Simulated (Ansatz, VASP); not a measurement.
**GaSi in VASP and in Ansatz**

```
Ga Si
1.0
     2.72411    0.05290   -0.00179
     0.10094    4.96716   -0.00033
    -0.00619    0.00083   10.13146
Ga Si
4 4
Direct
  0.68758 0.25532 0.24986
  0.08934 0.24684 0.74983
  0.16010 0.75300 0.25012
  0.56176 0.74477 0.75019
  0.63900 0.24994 0.51053
  0.63924 0.25003 0.98905
  0.60925 0.75008 0.48947
  0.61374 0.75003 0.01096
```

Change from the starting cell: cell x4, atoms moved at random (sigma 0.1 Å) and cell strained at random (1.5 %), then relaxed without symmetry.

Alike in both runs: functional PBE; k mesh 8 × 4 × 2; occupations gaussian, width 0.2 eV; no spin polarisation.

Ansatz relaxed the structure, and its values are those at the end. VASP's run is a single point on that final structure, the one shown.

```csv
,VASP,Ansatz
version,VASP 6.6.1,Ansatz 0.2.0
potentials or method,"VASP PAW PBE potentials, release 64 (Ga_d, Si), cutoff 520 eV","scalar-relativistic, plane waves, PAW"
valence electrons in the cell,68,68
```

|  | VASP | Ansatz | Ansatz less VASP |
| --- | --- | --- | --- |
| gap on the k mesh at the Fermi level (eV) | none | none | - |
| pressure (GPa) | 0.0 | 0.0 | -0.03 |

A gap of «none» marks a metal or a gap that the smearing closes.
